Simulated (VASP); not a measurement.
Write the native input for VASP 6.6.1 that does the following.

```yaml
Task: single point
Functional: PBEsol
Potentials_or_basis: VASP PAW PBE potentials, release 64 (In_d, Sb)
Cutoff: 520 eV
k_mesh: 12 × 12 × 12
Occupations: gaussian, width 0.15 eV
Spin: no spin polarisation
Dipole_correction: no
Further_INCAR_settings: ALGO = Normal; EDIFF = 1e-06; NBANDS = 16
```

The structure of InSb lies in POSCAR:

```
InSb
1.0
    0.0000000000      3.2391000000      3.2391000000
    3.2391000000      0.0000000000      3.2391000000
    3.2391000000      3.2391000000      0.0000000000
In Sb
1 1
Direct
    0.0000000000      0.0000000000      0.0000000000
    0.7500000000      0.7500000000      0.7500000000
```

These files were run (other wordings do the same):

INCAR

```
PREC = Accurate
ENCUT = 520
EDIFF = 1E-6
ISMEAR = 0
SIGMA = 0.15
LREAL = False
LASPH = True
NELM = 60
ALGO = Normal
ISIF = 2
LWAVE = False
LCHARG = False
GGA = PS
NBANDS = 16
```

KPOINTS

```
regular mesh
0
Gamma
  12 12 12
```

Potentials or basis: VASP PAW PBE potentials, release 64 (In_d, Sb).

Run with:

```console
$ cat potpaw_PBE.64/In_d/POTCAR potpaw_PBE.64/Sb/POTCAR > POTCAR
$ mpirun -np 1 vasp_std > vasp.out
```

Results of the run:

```
Pressure               : 0.9 GPa
Band gap on the k mesh : zero (filled and empty bands touch)
```

Caveat: the PAW data sets were made with another functional, which shifts forces and pressure a little; spin-orbit coupling is left out, which moves the levels of the heavy elements.

Run time: 25 s on 1 thread of Intel(R) Xeon(R) 6975P-C (Granite Rapids), on a shared host, peak memory 0.25 GiB.
